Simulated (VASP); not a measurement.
# B5P3 (I4/mmm) in VASP: a series of runs

Runs on B5P3. Level: PBE. Tasks: single point, relaxation of cell and atoms.

Program: VASP 6.6.1. These are calculated values, not measurements. Logs are shortened: lines on timing, memory, paths and dates and some standing lists are left out, and cuts for length are marked.

### 1 The cell of the first run

It takes space group I4/mmm (No. 139, tetragonal). The conventional cell has a = 5.038 Å, b = 5.038 Å, c = 5.709 Å, α = 90.00°, β = 90.00°, γ = 90.00°. Within 3.0 Å of B (site symmetry 2/m) lie 8 B at 2.28 to 2.85 Å and 6 P at 2.28 Å. Within 3.0 Å of B (site symmetry 4/mmm) lie 8 B at 2.28 Å and 6 P at 2.52 to 2.85 Å. P (site symmetry mmm) has 10 B at 2.28 to 2.52 Å and 4 P at 2.52 to 2.85 Å within 3.0 Å. Within 3.0 Å of P (site symmetry 4/mmm) lie 10 B at 2.28 to 2.85 Å and 4 P at 2.52 Å.

The cell was built from a structure type or drawn by symmetry, and may not be a known phase.

### 2 Single point, PBE

Input file INCAR:

```
  PREC = Accurate
  ENCUT = 520
  EDIFF = 1E-7
  ISMEAR = 0
  SIGMA = 0.1
  LREAL = F
  LASPH = T
  NELM = 100
  ALGO = Normal
  ISIF = 2
  LWAVE = F
  LCHARG = F
  GGA = PE
  NBANDS = 25
```

Input file KPOINTS:

```
regular mesh
0
Gamma
  10 10 10
```

Input file POSCAR:

```
B5P3
1.0
   -2.5190291755      2.5190291755      2.8544978044
    2.5190291755     -2.5190291755      2.8544978044
    2.5190291755      2.5190291755     -2.8544978044
B P
5 3
Direct
    0.5000000000      0.5000000000      0.5000000000
    0.0000000000      0.0000000000      0.5000000000
    0.5000000000      0.0000000000      0.0000000000
    0.0000000000      0.5000000000      0.0000000000
    0.0000000000      0.0000000000      0.0000000000
    0.5000000000      0.0000000000      0.5000000000
    0.0000000000      0.5000000000      0.5000000000
    0.5000000000      0.5000000000      0.0000000000
```

Potentials or basis: VASP PAW PBE potentials, release 64 (B, P).

On the command line:

```bash
> cat potpaw_PBE.64/B/POTCAR potpaw_PBE.64/P/POTCAR > POTCAR
> mpirun -np 1 vasp_std > vasp.out
```

OUTCAR:

```text
PREC = Accurate
   ENCUT = 520
   EDIFF = 1E-7
   ISMEAR = 0
   LREAL = F
   LASPH = T
   NELM = 100
   ISIF = 2
   GGA = PE

 ion  position               nearest neighbor table
   1  0.500  0.500  0.500-   6 2.28   7 2.28   8 2.28   8 2.28   6 2.28   7 2.28
   2  0.000  0.000  0.500-   6 2.28   7 2.28   8 2.28   7 2.28   6 2.28   8 2.28
   3  0.500  0.000  0.000-   6 2.28   7 2.28   8 2.28   6 2.28   8 2.28   7 2.28
   4  0.000  0.500  0.000-   6 2.28   7 2.28   8 2.28   7 2.28   8 2.28   6 2.28
   5  0.000  0.000  0.000-   6 2.52   7 2.52   7 2.52   6 2.52
   6  0.500  0.000  0.500-   1 2.28   2 2.28   3 2.28   4 2.28   3 2.28   1 2.28   2 2.28   4 2.28
                             8 2.52   5 2.52   5 2.52   8 2.52   7 2.85   7 2.85
   7  0.000  0.500  0.500-   1 2.28   2 2.28   3 2.28   4 2.28   4 2.28   2 2.28   1 2.28   3 2.28
                             5 2.52   5 2.52   8 2.52   8 2.52   6 2.85   6 2.85
   8  0.500  0.500  0.000-   1 2.28   2 2.28   3 2.28   4 2.28   1 2.28   3 2.28   4 2.28   2 2.28
                             6 2.52   6 2.52   7 2.52   7 2.52

  LATTYP: Found a body centered tetragonal cell.
 ALAT       =     5.0380583510
 C/A-ratio  =     1.1331737767

  Lattice vectors:

 A1 = (  -2.5190291755,   2.5190291755,   2.8544978044)
 A2 = (   2.5190291755,  -2.5190291755,   2.8544978044)
 A3 = (   2.5190291755,   2.5190291755,  -2.8544978044)

Analysis of symmetry for initial positions (statically):
=====================================================================
 Subroutine PRICEL returns:
 Original cell was already a primitive cell.

 Routine SETGRP: Setting up the symmetry group for a
 body centered tetragonal supercell.

 Subroutine GETGRP returns: Found 16 space group operations
 (whereof 16 operations were pure point group operations)
 out of a pool of 16 trial point group operations.

The static configuration has the point symmetry D_4h.

Analysis of symmetry for dynamics (positions and initial velocities):
=====================================================================
 Subroutine PRICEL returns:
 Original cell was already a primitive cell.

 Routine SETGRP: Setting up the symmetry group for a
 body centered tetragonal supercell.

 Subroutine GETGRP returns: Found 16 space group operations
 (whereof 16 operations were pure point group operations)
 out of a pool of 16 trial point group operations.

The dynamic configuration has the point symmetry D_4h.

 Subroutine INISYM returns: Found 16 space group operations
 (whereof 16 operations are pure point group operations),
[... 114 lines left out ...]
   ISIF   =      2    stress and relaxation
   ISYM   =      2    0-nonsym 1-usesym 2-fastsym
   POTIM  = 0.5000    time-step for ionic-motion
   TEBEG  =    0.0;   TEEND  =   0.0 temperature during run
   PSTRESS=    0.0 pullay stress
   NELECT =      30.0000    total number of electrons
   NUPDOWN=      -1.0000    fix difference up-down
   EMIN   =  10.00;   EMAX   =-10.00  energy-range for DOS
   EFERMI =   0.00;   METHOD = LEGACY
   ISMEAR =     0;   SIGMA  =   0.10  broadening in eV -4-tet -1-fermi 0-gaus
   EFERMI_NEDOS =   21; number of points for ismear=-14 and -15
   IALGO  =     38    algorithm
   IMIX   =      4    mixing-type and parameters
     AMIX     =   0.40;   BMIX     =  1.00
     AMIX_MAG =   1.60;   BMIX_MAG =  1.00
  volume/ion in A,a.u.               =       9.06        61.12
  Fermi-wavevector in a.u.,A,eV,Ry     =   1.220197  2.305838 20.257445  1.488880
  Thomas-Fermi vector in A             =   2.355423
   LORBIT       =      0    0 simple, 1 ext, 2 COOP (PROOUT), +10 PAW based schemes
   GGA     = PE    functional components
   LHFCALC =     F    Hartree Fock is set to
   AEXX    =    0.0000 exact exchange contribution
   IVDW    =     0    specifies the selected vdW correction
   LEPSILON=     F    determine dielectric tensor
   LRPA    =     F    only Hartree local field effects (RPA)
 non-spin polarized calculation
 Gauss-broadening in eV      SIGMA  =   0.10
  energy-cutoff  :      520.00
  volume of cell :       72.45
 maximum number of plane-waves:      1975
 NGX is ok and might be reduce to    36
   NGX = 17   NGY = 17   NGZ = 17

 number of electron      29.9999997 magnetization

 Free energy of the ion-electron system (eV)
  ---------------------------------------------------
  ext. energy  EPLUGINS =         0.00000000
  ---------------------------------------------------
  free energy    TOTEN  =       -36.93391803 eV

  energy without entropy =      -36.92182979  energy(sigma->0) =      -36.92787391

 E-fermi :  10.1751     XC(G=0): -12.2446

 val. band max:       10.1692084460   @ k =  -0.1000   0.1000   0.0000
 cond. band min:      10.1894850609   @ k =  -0.4000   0.2000   0.1000
 fundamental gap:      0.0202766149
 Fermi energy:        10.1750699788

 k-point     1 :       0.0000    0.0000    0.0000
  band No.  band energies     occupation
      1      -7.5287      2.00000
      2       0.2339      2.00000
      3       1.0457      2.00000
      4       1.0457      2.00000
      5       1.1729      2.00000
      6       1.3222      2.00000
[... 661 lines left out ...]
     24      14.5754      0.00000
     25      16.0973      0.00000

 [... further k-points ...]

------------------------ aborting loop because EDIFF is reached ----------------------------------------

  FORCE on cell =-STRESS in cart. coord.  units (eV):
  Direction    XX          YY          ZZ          XY          YZ          ZX
  --------------------------------------------------------------------------------------
  -------------------------------------------------------------------------------------
  Total       -0.1272939     -0.1272939     -0.1218550      0.0000000      0.0000000      0.0000000
  in kB       -2.8148940     -2.8148940     -2.6946217      0.0000000      0.0000000      0.0000000
  external PRESSURE =      -2.7748033 kB  Pullay stress =       0.0000000 kB

 VOLUME and BASIS-vectors are now :
 -----------------------------------------------------------------------------
  energy-cutoff  :      520.00
  volume of cell :       72.45
      direct lattice vectors                 reciprocal lattice vectors
    -2.519029176  2.519029176  2.854497804     0.000000000  0.198489166  0.175162160
     2.519029176 -2.519029176  2.854497804     0.198489166  0.000000000  0.175162160
     2.519029176  2.519029176 -2.854497804     0.198489166  0.198489166  0.000000000

 POSITION                                       TOTAL-FORCE (eV/Angst)
 -----------------------------------------------------------------------------------
      1.25951      1.25951      1.42725        -0.000000      0.000000     -0.000000
      1.25951      1.25951     -1.42725        -0.000000      0.000000      0.000000
     -1.25951      1.25951      1.42725        -0.000000      0.000000     -0.000000
      1.25951     -1.25951      1.42725        -0.000000     -0.000000     -0.000000
      0.00000      0.00000      0.00000        -0.000000      0.000000     -0.000000
      0.00000      2.51903      0.00000         0.000000      0.000000     -0.000000
      2.51903      0.00000      0.00000         0.000000     -0.000000      0.000000
      0.00000      0.00000      2.85450        -0.000000     -0.000000     -0.000000
 -----------------------------------------------------------------------------------
    total drift:                               -0.000000      0.000000     -0.000000

  FREE ENERGIE OF THE ION-ELECTRON SYSTEM (eV)
  ---------------------------------------------------
  free  energy   TOTEN  =       -36.9339180349 eV

  energy  without entropy=      -36.9218297927  energy(sigma->0) =      -36.92787391
```

stdout:

```text
POSCAR found type information on POSCAR B P
 POSCAR found :  2 types and       8 ions
 scaLAPACK will be used
 LDA part: xc-table for (Slater+PW92), standard interpolation
 POSCAR, INCAR and KPOINTS ok, starting setup
 FFT: planning ... GRIDC
 FFT: planning ... GRID_SOFT
 FFT: planning ... GRID
 WAVECAR not read
 entering main loop
```

It took 2 min on 1 thread of AMD EPYC 9R45 (Zen 5), shared host; peak memory 0.26 GiB.

What came out:

| Quantity | Value |
| --- | --- |
| Free energy | -36.9339 eV |
| Pressure | -0.3 GPa |
| Band gap on the k mesh | zero (bands 15 and 16 overlap by 3.08 eV) |

### 3 Relaxation of cell and atoms, PBE

This run uses another cell than the first one, of 16.45 Å³/atom.

Input file INCAR:

```
SYSTEM = B5P3
PREC = Accurate ; ENCUT = 600
EDIFF = 1E-7 ; ISMEAR = 0
SIGMA = 0.1 ; LREAL = .FALSE.
LASPH = .TRUE. ; NELM = 100
ALGO = Normal ; ISIF = 3
LWAVE = .FALSE. ; LCHARG = .FALSE.
GGA = PE ; IBRION = 2
NSW = 90 ; EDIFFG = -0.04
```

Input file KPOINTS:

```
Automatic mesh
0
G
  4 4 4
  0 0 0
```

POSCAR, as its differences from that of step 2:

```diff
@@ -2,5 +2,5 @@
 1.0
-   -2.5190291755      2.5190291755      2.8544978044
-    2.5190291755     -2.5190291755      2.8544978044
-    2.5190291755      2.5190291755     -2.8544978044
+   -2.9427982700      2.9427982700      3.7987310000
+    2.9427982700     -2.9427982700      3.7987310000
+    2.9427982700      2.9427982700     -3.7987310000
 B P
```

Potentials or basis: VASP PAW PBE potentials, release 64 (B, P).

On the command line:

```bash
> cat potpaw_PBE.64/B/POTCAR potpaw_PBE.64/P/POTCAR > POTCAR
> mpirun -np 1 vasp_std > vasp.out
```

OUTCAR:

```text
SYSTEM = B5P3
   PREC = Accurate
   ENCUT = 600
   EDIFF = 1E-7
   ISMEAR = 0
   LREAL = .FALSE.
   LASPH = .TRUE.
   NELM = 100
   ISIF = 3
   GGA = PE
   IBRION = 2
   NSW = 90
   EDIFFG = -0.04

 ion  position               nearest neighbor table
   1  0.500  0.500  0.500-
   2  0.000  0.000  0.500-
   3  0.500  0.000  0.000-
   4  0.000  0.500  0.000-
   5  0.000  0.000  0.000-
   6  0.500  0.000  0.500-   8 2.94   8 2.94
   7  0.000  0.500  0.500-   8 2.94   8 2.94
   8  0.500  0.500  0.000-   6 2.94   7 2.94   6 2.94   7 2.94

  LATTYP: Found a body centered tetragonal cell.
 ALAT       =     5.8855965400
 C/A-ratio  =     1.2908567464

  Lattice vectors:

 A1 = (  -2.9427982700,   2.9427982700,   3.7987310000)
 A2 = (   2.9427982700,  -2.9427982700,   3.7987310000)
 A3 = (   2.9427982700,   2.9427982700,  -3.7987310000)

Analysis of symmetry for initial positions (statically):
=====================================================================
 Subroutine PRICEL returns:
 Original cell was already a primitive cell.

 Routine SETGRP: Setting up the symmetry group for a
 body centered tetragonal supercell.

 Subroutine GETGRP returns: Found 16 space group operations
 (whereof 16 operations were pure point group operations)
[... 149 lines left out ...]
 Gauss-broadening in eV      SIGMA  =   0.10
  energy-cutoff  :      600.00
  volume of cell :      131.59
 maximum number of plane-waves:      4416
 NGX is ok and might be reduce to    48
   NGX = 23   NGY = 23   NGZ = 23

--------------------------------------- Ionic step        1  -------------------------------------------

 number of electron      30.0000003 magnetization

 Free energy of the ion-electron system (eV)
  ---------------------------------------------------
  ext. energy  EPLUGINS =         0.00000000
  ---------------------------------------------------
  free energy    TOTEN  =       -29.70610732 eV

  energy without entropy =      -29.68646796  energy(sigma->0) =      -29.69628764

 E-fermi :   3.4882     XC(G=0):  -9.8012

 val. band max:        3.4357386689   @ k =  -0.2500   0.2500   0.2500
 cond. band min:       3.4994821854   @ k =   0.2500   0.2500  -0.0000
 fundamental gap:      0.0637435164
 Fermi energy:         3.4881828989
[... 722 lines left out ...]
  FREE ENERGIE OF THE ION-ELECTRON SYSTEM (eV)
  ---------------------------------------------------
  free  energy   TOTEN  =       -36.3454357076 eV

  energy  without entropy=      -36.3337329146  energy(sigma->0) =      -36.33958431

[... ionic steps 4 to 12 ...]

--------------------------------------- Ionic step       13  -------------------------------------------

 number of electron      29.9999999 magnetization

------------------------ aborting loop because EDIFF is reached ----------------------------------------
[... 79 lines left out ...]
--------------------------------------- Ionic step       15  -------------------------------------------

 number of electron      29.9999999 magnetization

 Free energy of the ion-electron system (eV)
  ---------------------------------------------------
  ext. energy  EPLUGINS =         0.00000000
  ---------------------------------------------------
  free energy    TOTEN  =       -36.96843089 eV

  energy without entropy =      -36.95252771  energy(sigma->0) =      -36.96047930

 E-fermi :  10.3028     XC(G=0): -12.2919

 val. band max:       10.2355709166   @ k =   0.5000   0.5000  -0.0000
 cond. band min:      10.3582466035   @ k =   0.5000   0.2500   0.0000
 fundamental gap:      0.1226756869
 Fermi energy:        10.3028346888
[... 332 lines left out ...]
  FREE ENERGIE OF THE ION-ELECTRON SYSTEM (eV)
  ---------------------------------------------------
  free  energy   TOTEN  =       -36.9684308908 eV

  energy  without entropy=      -36.9525277106  energy(sigma->0) =      -36.96047930

 reached required accuracy - stopping structural energy minimisation
```

OSZICAR:

```text
N       E                     dE             d eps       ncg     rms          rms(c)
DAV:   1     0.808287904321E+02    0.80829E+02   -0.13284E+04   520   0.143E+03
DAV:   2    -0.202417373038E+02   -0.10107E+03   -0.95979E+02   616   0.180E+02
DAV:   3    -0.295665458925E+02   -0.93248E+01   -0.88966E+01   776   0.448E+01
[... 157 lines left out ...]
DAV:   5    -0.369684303004E+02    0.39830E-05   -0.14474E-05   640   0.235E-02    0.684E-03
DAV:   6    -0.369684305682E+02   -0.26772E-06   -0.11811E-06   632   0.666E-03    0.536E-03
DAV:   7    -0.369684307907E+02   -0.22256E-06   -0.19624E-07   444   0.246E-03    0.776E-04
DAV:   8    -0.369684308960E+02   -0.10527E-06   -0.87174E-08   336   0.154E-03    0.306E-04
DAV:   9    -0.369684308908E+02    0.52232E-08   -0.87744E-09   320   0.669E-04
  15 F= -.36968431E+02 E0= -.36960479E+02  d E =-.516594E-02
```

Run time: 6.5 min. Hardware: 1 thread of AMD EPYC 9R45 (Zen 5), shared host; peak memory 0.32 GiB.

Results:

```yaml
Free_energy: -36.9684 eV
Relaxed_volume: 8.95 Å³/atom
Relaxed_cell: a = 4.561 Å, b = 4.561 Å, c = 4.561 Å, α = 114.27°, β = 114.27°, γ = 100.25°
Space_group_after_relaxing_to_0.1_Å: I4/mmm (No. 139)
Energy_gained_by_relaxing: 907.8 meV/atom
Ionic_steps: 15
Pressure_after_relaxing: -0.1 GPa
Band_gap_on_the_k_mesh: zero (bands 15 and 16 overlap by 2.69 eV)
```

The path:
| step | energy change (eV) | largest force (eV/Å) | pressure (GPa) | volume (Å³) |
| --- | --- | --- | --- | --- |
| 1 | 0.0000 | 0.0000 | -21.00 | 131.59 |
| 2 | -4.9549 | 0.0000 | -19.66 | 94.66 |
| 3 | -6.6393 | 0.0000 | -7.81 | 76.55 |
| 4 | -6.6978 | 0.0000 | 6.15 | 69.06 |
| 5 | -6.7542 | 0.0000 | -0.66 | 72.21 |
| 6 | -7.0899 | 0.0000 | 10.67 | 67.22 |
| 7 | -7.1824 | 0.0000 | 6.41 | 68.74 |
| 8 | -7.1852 | 0.0000 | 6.89 | 68.54 |
| 9 | -7.1849 | 0.0000 | 7.45 | 68.32 |
| 10 | -7.1857 | 0.0000 | 7.14 | 68.44 |
| 11 | -7.2445 | 0.0000 | -1.17 | 72.48 |
| 12 | -7.2571 | 0.0000 | 0.97 | 71.18 |
| 13 | -7.2572 | 0.0000 | 1.07 | 71.13 |
| 14 | -7.2596 | 0.0000 | -0.85 | 72.00 |
| 15 | -7.2623 | 0.0000 | -0.07 | 71.63 |

Final structure:
```
CELL_PARAMETERS angstrom
-2.47493 2.47493 2.92370
2.47493 -2.47493 2.92370
2.47493 2.47493 -2.92370
ATOMIC_POSITIONS crystal
B 0.50000 0.50000 0.50000
B 0.00000 0.00000 0.50000
B 0.50000 0.00000 0.00000
B 0.00000 0.50000 0.00000
B 0.00000 0.00000 0.00000
P 0.50000 0.00000 0.50000
P 0.00000 0.50000 0.50000
P 0.50000 0.50000 0.00000
```

Levels at points of the mesh, in eV from the Fermi level:
```csv
k point,band 13,band 14,band 15,band 16,band 17,band 18
"(0.00, 0.00, 0.00)",-4.76,-3.99,0.41,1.20,1.20,4.15
"(0.50, 0.00, 0.00)",-2.25,-1.75,0.45,0.58,0.74,1.09
"(0.50, 0.50, 0.00)",-1.27,-1.00,-0.99,-0.83,-0.14,-0.07
"(0.50, 0.50, 0.50)",-2.22,-0.71,0.94,0.94,1.18,2.04
```

Caveat: the volume moved by over 15 % at a fixed basis, so the end points are rough.

### 4 Relaxation of cell and atoms, PBE

This run uses another cell than the first one, of 8.97 Å³/atom.

Input file INCAR:

```
PREC = Accurate
ENCUT = 600
EDIFF = 1E-6
ISMEAR = 0
SIGMA = 0.1
LREAL = F
LASPH = T
NELM = 60
ALGO = Normal
ISIF = 3
LWAVE = F
LCHARG = F
GGA = PE
IBRION = 2
NSW = 90
EDIFFG = -0.04
```

Input file KPOINTS:

```
regular mesh
0
Gamma
  6 6 6
```

POSCAR, as its differences from that of step 3:

```diff
@@ -2,5 +2,5 @@
 1.0
-   -2.9427982700      2.9427982700      3.7987310000
-    2.9427982700     -2.9427982700      3.7987310000
-    2.9427982700      2.9427982700     -3.7987310000
+   -2.4762886534      2.4762886534      2.9270205424
+    2.4762886534     -2.4762886534      2.9270205424
+    2.4762886534      2.4762886534     -2.9270205424
 B P
```

On the command line:

```bash
> cat potpaw_PBE.64/B/POTCAR potpaw_PBE.64/P/POTCAR > POTCAR
> mpirun -np 1 vasp_std > vasp.out
```

Wall time 72 s (1 thread of AMD EPYC 9R45 (Zen 5), shared host); peak memory 0.19 GiB.

It converged, with:

| Item | Value |
| --- | --- |
| Free energy | -36.9587 eV |
| Relaxed volume | 8.99 Å³/atom |
| Relaxed cell | a = 4.552 Å, b = 4.552 Å, c = 4.552 Å, α = 112.78°, β = 112.78°, γ = 103.04° |
| Space group after relaxing (to 0.1 Å) | I4/mmm (No. 139) |
| Energy gained by relaxing | 20.5 meV/atom |
| Ionic steps | 4 |
| Pressure after relaxing | 0.5 GPa |
| Band gap on the k mesh | zero (bands 15 and 16 overlap by 2.99 eV) |

Stress tensor (GPa, compression positive):
```
0.44 0.00 0.00
0.00 0.44 0.00
0.00 0.00 0.60
```

The path:
| step | energy change (eV) | largest force (eV/Å) | pressure (GPa) | volume (Å³) |
| --- | --- | --- | --- | --- |
| 1 | 0.0000 | 0.0000 | 0.41 | 71.79 |
| 2 | -0.1614 | 0.0000 | 0.74 | 71.96 |
| 3 | -0.1638 | 0.0000 | 0.55 | 71.95 |
| 4 | -0.1643 | 0.0000 | 0.49 | 71.94 |

Final structure:
```yaml
crystal:
  lattice:
    - [-2.51977, 2.51977, 2.83274]
    - [2.51977, -2.51977, 2.83274]
    - [2.51977, 2.51977, -2.83274]
  atoms:
    - { symbol: B, position: [0.50000, 0.50000, 0.50000] }
    - { symbol: B, position: [0.00000, 0.00000, 0.50000] }
    - { symbol: B, position: [0.50000, 0.00000, 0.00000] }
    - { symbol: B, position: [0.00000, 0.50000, 0.00000] }
    - { symbol: B, position: [0.00000, 0.00000, 0.00000] }
    - { symbol: P, position: [0.50000, 0.00000, 0.50000] }
    - { symbol: P, position: [0.00000, 0.50000, 0.50000] }
    - { symbol: P, position: [0.50000, 0.50000, 0.00000] }
```

Levels at points of the mesh, in eV from the Fermi level:
```csv
k point,band 12,band 13,band 14,band 15,band 16,band 17,band 18,band 19
"(0.00, 0.00, 0.00)",-5.75,-5.17,-3.15,0.56,0.56,1.55,4.44,5.04
"(0.50, 0.00, 0.00)",-2.15,-1.94,-1.42,-0.01,0.06,0.31,0.59,2.62
"(0.50, 0.50, 0.00)",-1.18,-1.14,-1.09,-0.96,-0.60,-0.37,-0.02,0.29
"(0.50, 0.50, 0.50)",-2.88,-2.60,-0.89,1.51,1.51,1.84,2.65,4.13
```

(Part 1 of 2 ends here.)
